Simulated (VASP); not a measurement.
# WS2 in VASP: notebook

Runs on WS2. Level: PBEsol+D3(BJ). Tasks: single point.

Everything below comes from runs of VASP 6.6.1. Logs are shortened: lines on timing, memory, paths and dates and some standing lists are left out, and cuts for length are marked.

## Step 1: The cell of the first run

The cell holds a slab with vacuum, 3 atoms: a = 3.124 Å, b = 3.124 Å, c = 16.938 Å, α = 90.00°, β = 90.00°, γ = 120.00°.

## Step 2: Single point, PBEsol+D3(BJ) (mode 4 frozen in at -0.076 Å and mode 9 at -0.059 Å (largest displacements))

File INCAR:

```
PREC     = Accurate       # precision mode
ENCUT    = 520            # plane-wave cutoff, eV
EDIFF    = 1E-6           # SCF threshold, eV
ISMEAR   = 0              # smearing method
SIGMA    = 0.05           # smearing width, eV
LREAL    = False          # projectors in reciprocal space
LASPH    = True           # aspherical terms in the spheres
NELM     = 60             # most SCF steps
ALGO     = Normal         # electronic algorithm
ISIF     = 2              # what is computed and relaxed
LWAVE    = False          # write WAVECAR
LCHARG   = True           # write CHGCAR
GGA      = PS             # functional
IVDW     = 12             # dispersion correction
LELF     = True           # ELF
LVHAR    = True         
NBANDS   = 20             # bands
```

File KPOINTS:

```
Automatic mesh
0
Gamma
  12 12 2
```

File POSCAR:

```
WS2
1.0
    3.1239380587      0.0000000000      0.0000000000
   -1.5619690294      2.7054097187      0.0000000000
    0.0000000000      0.0000000000     16.9375357456
W S
1 2
Direct
    0.3333333333      0.6666666667      0.0012108228
    0.6423383994      0.3333333333      0.9036795921
    0.6909949339      0.3333333333      0.0893772491
```

Potentials or basis: VASP PAW PBE potentials, release 64 (W_sv, S).

The run is started by

```console
cat potpaw_PBE.64/W_sv/POTCAR potpaw_PBE.64/S/POTCAR > POTCAR
mpirun -np 1 vasp_std > vasp.out
```

OUTCAR:

```text
PREC = Accurate
   ENCUT = 520
   EDIFF = 1E-6
   ISMEAR = 0
   LREAL = False
   LASPH = True
   NELM = 60
   ISIF = 2
   GGA = PS
   IVDW = 12
 IVDW          = 12

 ion  position               nearest neighbor table
   1  0.333  0.667  0.001-   3 2.29   3 2.34   3 2.39   2 2.40   2 2.45   2 2.50
   2  0.642  0.333  0.904-   1 2.40   1 2.45   1 2.50
   3  0.691  0.333  0.089-   1 2.29   1 2.34   1 2.39

  LATTYP: Found a hexagonal cell.
 ALAT       =     3.1239380587
 C/A-ratio  =     5.4218538996

  Lattice vectors:

 A1 = (   3.1239380587,   0.0000000000,   0.0000000000)
 A2 = (  -1.5619690294,   2.7054097187,   0.0000000000)
 A3 = (   0.0000000000,   0.0000000000,  16.9375357456)

Analysis of symmetry for initial positions (statically):
=====================================================================
 Subroutine PRICEL returns:
 Original cell was already a primitive cell.

 Routine SETGRP: Setting up the symmetry group for a
 hexagonal supercell.

 Subroutine GETGRP returns: Found  1 space group operations
 (whereof  1 operations were pure point group operations)
 out of a pool of 24 trial point group operations.

The static configuration has the point symmetry C_1 .

Analysis of symmetry for dynamics (positions and initial velocities):
=====================================================================
 Subroutine PRICEL returns:
 Original cell was already a primitive cell.

 Routine SETGRP: Setting up the symmetry group for a
 hexagonal supercell.

 Subroutine GETGRP returns: Found  1 space group operations
 (whereof  1 operations were pure point group operations)
 out of a pool of 24 trial point group operations.

The dynamic configuration has the point symmetry C_1 .

 Subroutine INISYM returns: Found  1 space group operations
 (whereof  1 operations are pure point group operations),
 and found     1 'primitive' translations

----------------------------------------------------------------------------------------

                                     Primitive cell

  volume of cell :     143.1481

  direct lattice vectors                    reciprocal lattice vectors
     3.123938059  0.000000000  0.000000000     0.320108780  0.184814890  0.000000000
    -1.561969029  2.705409719  0.000000000     0.000000000  0.369629780  0.000000000
     0.000000000  0.000000000 16.937535746     0.000000000  0.000000000  0.059040466

  length of vectors
     3.123938059  3.123938059 16.937535746     0.369629780  0.369629780  0.059040466

  position of ions in fractional coordinates (direct lattice)
     0.333333333  0.666666667  0.001210823
     0.642338399  0.333333333  0.903679592
     0.690994934  0.333333333  0.089377249

  ion indices of the primitive-cell ions
   primitive index   ion index
                 1           1
                 2           2
                 3           3

----------------------------------------------------------------------------------------

 KPOINTS: Automatic mesh

Automatic generation of k-mesh.
 Grid dimensions read from file:
 generate k-points for:   12   12    2

 Generating k-lattice:

  Cartesian coordinates                     Fractional coordinates (reciprocal lattice)
     0.026675732  0.015401241  0.000000000     0.083333333  0.000000000  0.000000000
     0.000000000  0.030802482  0.000000000     0.000000000  0.083333333  0.000000000
     0.000000000  0.000000000  0.029520233     0.000000000  0.000000000  0.500000000

  Length of vectors
     0.030802482  0.030802482  0.029520233

  Shift w.r.t. Gamma in fractional coordinates (k-lattice)
     0.000000000  0.000000000  0.000000000

 Subroutine IBZKPT returns following result:
 ===========================================

 Found    148 irreducible k-points:

 Following reciprocal coordinates:
            Coordinates               Weight
  0.000000  0.000000  0.000000      1.000000
  0.083333 -0.000000  0.000000      2.000000
  0.000000  0.083333  0.000000      2.000000
 -0.083333  0.083333  0.000000      2.000000
  0.166667  0.000000  0.000000      2.000000
  0.000000  0.166667  0.000000      2.000000
[... 16 lines left out ...]
  0.166667  0.083333  0.000000      2.000000
 -0.083333  0.250000  0.000000      2.000000
 [... further k-points ...]
   k-points           NKPTS =    148   k-points in BZ     NKDIM =    148   number of bands    NBANDS=     20
   number of dos      NEDOS =    301   number of ions     NIONS =      3
   total plane-waves  NPLWV =  72576
   dimension x,y,z NGX =    24 NGY =   24 NGZ =  126
   dimension x,y,z NGXF=    48 NGYF=   48 NGZF=  252
   ions per type =               1   2
   NGX,Y,Z   is equivalent  to a cutoff of  12.77, 12.77, 12.37 a.u.
   NGXF,Y,Z  is equivalent  to a cutoff of  25.54, 25.54, 24.73 a.u.
 SYSTEM =  unknown system
   PREC   = accura    normal or accurate (medium, high low for compatibility)
   ISTART =      0    job   : 0-new  1-cont  2-samecut
   ICHARG =      2    charge: 1-file 2-atom 10-const
   ISPIN  =      1    spin polarized calculation?
   LNONCOLLINEAR =      F non collinear calculations
   LSORBIT =      F    spin-orbit coupling
   LASPH  =      T    aspherical Exc in radial PAW
   ENCUT  =  520.0 eV  38.22 Ry    6.18 a.u.   5.81  5.81 31.49*2*pi/ulx,y,z
   NELM   =     60;   NELMIN=  2; NELMDL= -5     # of ELM steps
   EDIFF  = 0.1E-05   stopping-criterion for ELM
   LREAL  =      F    real-space projection
   EDIFFG = 0.1E-04   stopping-criterion for IOM
   NSW    =      0    number of steps for IOM
   IBRION =     -1    ionic relax: 0-MD 1-quasi-New 2-CG
   NFREE  =      0    steps in history (QN), initial steepest desc. (CG)
   ISIF   =      2    stress and relaxation
   ISYM   =      2    0-nonsym 1-usesym 2-fastsym
   POTIM  = 0.5000    time-step for ionic-motion
   TEBEG  =    0.0;   TEEND  =   0.0 temperature during run
   PSTRESS=    0.0 pullay stress
   NELECT =      26.0000    total number of electrons
   NUPDOWN=      -1.0000    fix difference up-down
   EMIN   =  10.00;   EMAX   =-10.00  energy-range for DOS
   EFERMI =   0.00;   METHOD = LEGACY
   ISMEAR =     0;   SIGMA  =   0.05  broadening in eV -4-tet -1-fermi 0-gaus
   EFERMI_NEDOS =   21; number of points for ismear=-14 and -15
   IALGO  =     38    algorithm
   IMIX   =      4    mixing-type and parameters
     AMIX     =   0.40;   BMIX     =  1.00
     AMIX_MAG =   1.60;   BMIX_MAG =  1.00
  volume/ion in A,a.u.               =      47.72       322.00
  Fermi-wavevector in a.u.,A,eV,Ry     =   0.927123  1.752009 11.694985  0.859557
  Thomas-Fermi vector in A             =   2.053159
   LORBIT       =      0    0 simple, 1 ext, 2 COOP (PROOUT), +10 PAW based schemes
   GGA     = PS    functional components
   LHFCALC =     F    Hartree Fock is set to
   AEXX    =    0.0000 exact exchange contribution
   IVDW    =    12    specifies the selected vdW correction
   LEPSILON=     F    determine dielectric tensor
   LRPA    =     F    only Hartree local field effects (RPA)
 non-spin polarized calculation
 Gauss-broadening in eV      SIGMA  =   0.05
  energy-cutoff  :      520.00
  volume of cell :      143.15
 maximum number of plane-waves:      3892
   NGX = 11   NGY = 11   NGZ = 63

 number of electron      25.9999999 magnetization

 Free energy of the ion-electron system (eV)
  ---------------------------------------------------
  ext. energy  EPLUGINS =         0.00000000
  ---------------------------------------------------
  free energy    TOTEN  =       -25.07466621 eV

  energy without entropy =      -25.07466621  energy(sigma->0) =      -25.07466621

 E-fermi :  -0.8465     XC(G=0):  -4.6389

 val. band max:       -1.0930047347   @ k =   0.3333   0.3333   0.0000
 cond. band min:       0.8307890460   @ k =  -0.3333   0.1667   0.0000
 fundamental gap:      1.9237937807
 Fermi energy:        -0.8464950881

 k-point     1 :       0.0000    0.0000    0.0000
  band No.  band energies     occupation
      1     -74.9405      2.00000
      2     -39.2450      2.00000
      3     -39.0299      2.00000
      4     -39.0182      2.00000
      5     -16.0499      2.00000
      6     -14.3321      2.00000
[... 12 lines left out ...]
     19       4.4593      0.00000
     20       4.6837      0.00000

 k-point     2 :       0.0833   -0.0000    0.0000
  band No.  band energies     occupation
      1     -74.9390      2.00000
      2     -39.2399      2.00000
      3     -39.0579      2.00000
      4     -39.0250      2.00000
      5     -15.9260      2.00000
      6     -14.2846      2.00000
[... 12 lines left out ...]
     19       4.6070      0.00000
     20       5.1203      0.00000

 k-point     3 :       0.0000    0.0833    0.0000
  band No.  band energies     occupation
      1     -74.9390      2.00000
      2     -39.2399      2.00000
      3     -39.0530      2.00000
      4     -39.0299      2.00000
      5     -15.9261      2.00000
      6     -14.2845      2.00000
[... 12 lines left out ...]
     19       4.6059      0.00000
     20       5.1250      0.00000

 k-point     4 :      -0.0833    0.0833    0.0000
  band No.  band energies     occupation
      1     -74.9390      2.00000
      2     -39.2399      2.00000
      3     -39.0487      2.00000
      4     -39.0341      2.00000
      5     -15.9264      2.00000
      6     -14.2842      2.00000
[... 12 lines left out ...]
     19       4.6035      0.00000
     20       5.1160      0.00000

 k-point     5 :       0.1667    0.0000    0.0000
  band No.  band energies     occupation
      1     -74.9350      2.00000
      2     -39.2261      2.00000
      3     -39.1345      2.00000
      4     -39.0429      2.00000
      5     -15.5736      2.00000
      6     -14.1489      2.00000
[... 12 lines left out ...]
     19       5.0238      0.00000
     20       5.9041      0.00000
[... 353 lines left out ...]
      6     -14.1920      2.00000
[... 12 lines left out ...]
     19       4.8833      0.00000
     20       5.7500      0.00000

 k-point    22 :      -0.1667    0.0833    0.0000
  band No.  band energies     occupation
      1     -74.9363      2.00000
      2     -39.2305      2.00000
      3     -39.1046      2.00000
      4     -39.0427      2.00000
      5     -15.6884      2.00000
      6     -14.1922      2.00000
[... 12 lines left out ...]
     19       4.8873      0.00000
     20       5.7481      0.00000

 k-point    23 :       0.1667    0.0833    0.0000
  band No.  band energies     occupation
      1     -74.9314      2.00000
      2     -39.2157      2.00000
      3     -39.1938      2.00000
      4     -39.0631      2.00000
      5     -15.2489      2.00000
      6     -14.0227      2.00000
[... 12 lines left out ...]
     19       5.4227      0.00000
     20       6.3586      0.00000

 k-point    24 :      -0.0833    0.2500    0.0000
  band No.  band energies     occupation
      1     -74.9315      2.00000
      2     -39.2144      2.00000
      3     -39.1847      2.00000
      4     -39.0728      2.00000
      5     -15.2498      2.00000
      6     -14.0210      2.00000
[... 12 lines left out ...]
     19       5.4124      0.00000
     20       6.3534      0.00000

 [... further k-points ...]

------------------------ aborting loop because EDIFF is reached ----------------------------------------

 Edisp (eV)   -0.75926

 E8    (eV) :    -0.5103

  FORCE on cell =-STRESS in cart. coord.  units (eV):
  Direction    XX          YY          ZZ          XY          YZ          ZX
  --------------------------------------------------------------------------------------
  -------------------------------------------------------------------------------------
  Total       0.35082     0.34051     0.42115     0.32554    -0.03615    -2.51231
  in kB       3.92650     3.81116     4.71374     3.64357    -0.40460   -28.11892
  external pressure =        4.15 kB  Pullay stress =        0.00 kB

 VOLUME and BASIS-vectors are now :
 -----------------------------------------------------------------------------
  energy-cutoff  :      520.00
  volume of cell :      143.15
      direct lattice vectors                 reciprocal lattice vectors
     3.123938059  0.000000000  0.000000000     0.320108780  0.184814890  0.000000000
    -1.561969029  2.705409719  0.000000000     0.000000000  0.369629780  0.000000000
     0.000000000  0.000000000 16.937535746     0.000000000  0.000000000  0.059040466

 POSITION                                       TOTAL-FORCE (eV/Angst)
 -----------------------------------------------------------------------------------
     -0.00000      1.80361      0.02051         0.305727      0.103001     -2.730384
      1.48597      0.90180     15.30611         0.653553     -0.037423      1.148925
      1.63797      0.90180      1.51383        -0.959280     -0.065578      1.581459
 -----------------------------------------------------------------------------------
    total drift:                               -0.000042      0.000002     -0.000247

  FREE ENERGIE OF THE ION-ELECTRON SYSTEM (eV)
  ---------------------------------------------------
  free  energy   TOTEN  =       -25.8339246566 eV

  energy  without entropy=      -25.8339246566  energy(sigma->0) =      -25.83392466
```

Run time: 11 min. Hardware: 1 thread of Oxide Virtual Turin-like, shared host; peak memory 0.5 GiB.

Results:

| Property | Result |
| --- | --- |
| Free energy | -25.8339 eV |
| Largest force | 2.749 eV/Å |
| Band gap on the k mesh | 1.92 eV, indirect (least direct gap 2.03 eV) |
| Dispersion energy per atom | -0.253 eV |

Forces in eV/Å, atoms in the order of the input:
```
W    0.306  0.103 -2.730
S    0.654 -0.037  1.149
S   -0.959 -0.066  1.581
```

Caveat: the cell differs from its parent crystal (mode 4 frozen in at -0.076 Å and mode 9 at -0.059 Å (largest displacements)); the PAW data sets were made with another functional, which shifts forces and pressure a little; spin-orbit coupling is left out, which moves the levels of the heavy elements.

## Step 3: Single point, PBEsol+D3(BJ) (mode 4 frozen in at -0.015 Å and mode 9 at -0.078 Å (largest displacements))

File INCAR:

```
PREC = Accurate
ENCUT = 520
EDIFF = 1E-7
ISMEAR = 0
SIGMA = 0.05
LREAL = F
LASPH = T
NELM = 60
ALGO = Normal
ISIF = 2
LWAVE = F
LCHARG = F
GGA = PS
IVDW = 12
NBANDS = 20
```

File KPOINTS:

```
regular mesh
0
Gamma
  12 12 2
```

File POSCAR:

```
WS2
1.0
    3.1239380587      0.0000000000      0.0000000000
   -1.5619690294      2.7054097187      0.0000000000
    0.0000000000      0.0000000000     16.9375357456
W S
1 2
Direct
    0.3333333333      0.6666666667      0.0016144304
    0.6618010132      0.3333333333      0.9025223990
    0.6715323201      0.3333333333      0.0882200560
```

Potentials or basis: VASP PAW PBE potentials, release 64 (W_sv, S).

The run is started by

```console
cat potpaw_PBE.64/W_sv/POTCAR potpaw_PBE.64/S/POTCAR > POTCAR
mpirun -np 1 vasp_std > vasp.out
```

Wall time 13 min (1 thread of Oxide Virtual Turin-like, shared host); peak memory 0.5 GiB.

Results (log left out):

| Property | Result |
| --- | --- |
| Free energy | -25.8094 eV |
| Largest force | 3.603 eV/Å |
| Band gap on the k mesh | 1.91 eV, indirect (least direct gap 2.04 eV) |
| Dispersion energy per atom | -0.253 eV |

Forces on the atoms (eV/Å):
```
W    0.082  0.004 -3.602
S    0.122 -0.001  1.570
S   -0.204 -0.003  2.033
```

Levels at points of the mesh, in eV from the valence-band top:
```csv
k point,band 10,band 11,band 12,band 13,band 14,band 15,band 16,band 17
"(0.00, 0.00, 0.00)",-2.32,-1.33,-1.33,0.00,2.79,2.84,3.55,3.62
"(0.50, 0.00, 0.00)",-3.46,-2.20,-1.02,-0.91,3.12,3.41,4.11,4.96
"(0.00, 0.50, 0.00)",-3.47,-2.21,-1.01,-0.89,3.12,3.41,4.12,4.96
"(0.50, 0.50, 0.00)",-3.48,-2.22,-1.01,-0.87,3.13,3.42,4.14,4.97
"(0.00, 0.00, 0.50)",-2.32,-1.33,-1.33,0.00,2.79,2.84,3.55,3.62
"(0.50, 0.00, 0.50)",-3.46,-2.20,-1.02,-0.91,3.12,3.41,4.11,4.96
"(0.00, 0.50, 0.50)",-3.47,-2.21,-1.01,-0.89,3.12,3.41,4.12,4.96
"(0.50, 0.50, 0.50)",-3.48,-2.22,-1.01,-0.87,3.13,3.42,4.14,4.97
```

Caveat: the cell differs from its parent crystal (mode 4 frozen in at -0.015 Å and mode 9 at -0.078 Å (largest displacements)); the PAW data sets were made with another functional, which shifts forces and pressure a little; spin-orbit coupling is left out, which moves the levels of the heavy elements.
